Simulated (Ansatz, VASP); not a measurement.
## Y2MgC2: VASP beside Ansatz

File INCAR:

```
ALGO = Normal ; EDIFF = 1E-6
ENCUT = 520 ; GGA = PE
ISIF = 2 ; ISMEAR = 0
ISPIN = 2 ; LASPH = True
LCHARG = True ; LELF = True
LMAXMIX = 4 ; LORBIT = 11
LREAL = False ; LVHAR = True
LWAVE = False ; MAGMOM = 0 0 0 1 1
NBANDS = 28 ; NELM = 150
PREC = Accurate ; SIGMA = 0.1
```

File KPOINTS:

```
k-points
0
Gamma
  6 6 6
```

The input POSCAR:

```
Y2MgC2
1.0
    1.8420335969      1.0634985931      8.3859702422
   -1.8420335969      1.0634985931      8.3859702422
    0.0000000000     -2.1269971861      8.3859702422
Y Mg C
2 1 2
Direct
    0.2591058217      0.2591058217      0.2591058217
    0.7408941783      0.7408941783      0.7408941783
    0.5000000000      0.5000000000      0.5000000000
    0.8881680969      0.8881680969      0.8881680969
    0.1118319031      0.1118319031      0.1118319031
```

Input for Ansatz:

```yaml
crystal:
  lattice:
    - [1.8420335969, 1.0634985931, 8.3859702422]
    - [-1.8420335969, 1.0634985931, 8.3859702422]
    - [0.0, -2.1269971861, 8.3859702422]
  atoms:
    - { symbol: "Y", position: [0.2591058217, 0.2591058217, 0.2591058217] }
    - { symbol: "Y", position: [0.7408941783, 0.7408941783, 0.7408941783] }
    - { symbol: Mg, position: [0.5, 0.5, 0.5] }
    - { symbol: C, position: [0.8881680969, 0.8881680969, 0.8881680969], spin: 1.0 }
    - { symbol: C, position: [0.1118319031, 0.1118319031, 0.1118319031], spin: 1.0 }
basis:
  ecutwfc: 420
kpoints:
  mp_grid: { grid: [6, 6, 6] }
hamiltonian:
  xc: pbe
scf:
  occupations: { method: gaussian, width: 0.1 }
  lower_state_search: "off"
output:
  forces: true
  stress: true
  eigenvalues: true
  populations: true
magnetization:
  spin_polarized: true
```

Alike in both runs: task single point; functional PBE; k mesh 6 × 6 × 6; occupations gaussian, width 0.1 eV; collinear spin.

|  | VASP | Ansatz |
| --- | --- | --- |
| version | VASP 6.6.1 | Ansatz 0.2.0 |
| potentials or method | VASP PAW PBE potentials, release 64 (Y_sv, Mg, C), cutoff 520 eV | scalar-relativistic, plane waves, PAW |
| valence electrons in the cell | 32 | 40 |

```tsv
	VASP	Ansatz	Ansatz less VASP
gap on the k mesh at the Fermi level (eV)	none	none	-
pressure (GPa)	-0.1	0.0	+0.15
traceless stress, the component that is largest in VASP (GPa)	0.07	0.05	-0.023
rms of the force components (eV/Å)	0.004	0.001	-0.0031
net moment per atom (μB)	0.00	0.00	-0.001
```

Atom by atom the forces differ by 0.003 eV/Å (rms over components). A gap of «none» marks a metal or a gap that the smearing closes. The functional is the same, so the differences come from potentials, cutoffs and numerics. VASP's potentials hold 32 valence electrons a cell and Ansatz's 40, so a difference there can come from the potentials and not from the codes. Ansatz's warnings: seeded moment not kept.
